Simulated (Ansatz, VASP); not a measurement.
**One calculation of RbNa3Te2, two programs**

```
Rb Na Te
1.0
     3.24857    1.87557    4.51934
    -3.24857    1.87557    4.51934
     0.00000   -3.75113    4.51934
Rb Na Te
1 3 2
Direct
  0.00000 0.00000 0.00000
  0.00000 0.00000 0.50000
  0.50000 0.00000 0.00000
  0.00000 0.50000 0.00000
  0.62928 0.62928 0.62928
  0.37072 0.37072 0.37072
```

Change from the starting cell: species swapped into the Pr2SiRh3 type (R-3m, No. 166).

Alike in both runs: task single point; functional PBE; k mesh 3 × 3 × 3; occupations gaussian, width 0.1 eV; no spin polarisation.

|  | VASP | Ansatz |
| --- | --- | --- |
| version | VASP 6.6.1 | Ansatz 0.2.0 |
| potentials or method | VASP PAW PBE potentials, release 64 (Rb_sv, Na_pv, Te), cutoff 520 eV | scalar-relativistic, plane waves, PAW |
| valence electrons in the cell | 42 | 68 |

|  | VASP | Ansatz | Ansatz less VASP |
| --- | --- | --- | --- |
| gap on the k mesh at the Fermi level (eV) | none | none | - |
| pressure (GPa) | 3.4 | 3.3 | -0.05 |
| traceless stress, the component that is largest in VASP (GPa) | 0.76 | 0.76 | -0.003 |
| rms of the force components (eV/Å) | 0.159 | 0.161 | +0.0021 |

Atom by atom the forces differ by 0.002 eV/Å (rms over components). A gap of «none» marks a metal or a gap that the smearing closes. VASP's potentials hold 42 valence electrons a cell and Ansatz's 68, so a difference there can come from the potentials and not from the codes.

The k mesh is coarse, so the values compare programs but aren't converged. Spin-orbit coupling is off throughout.
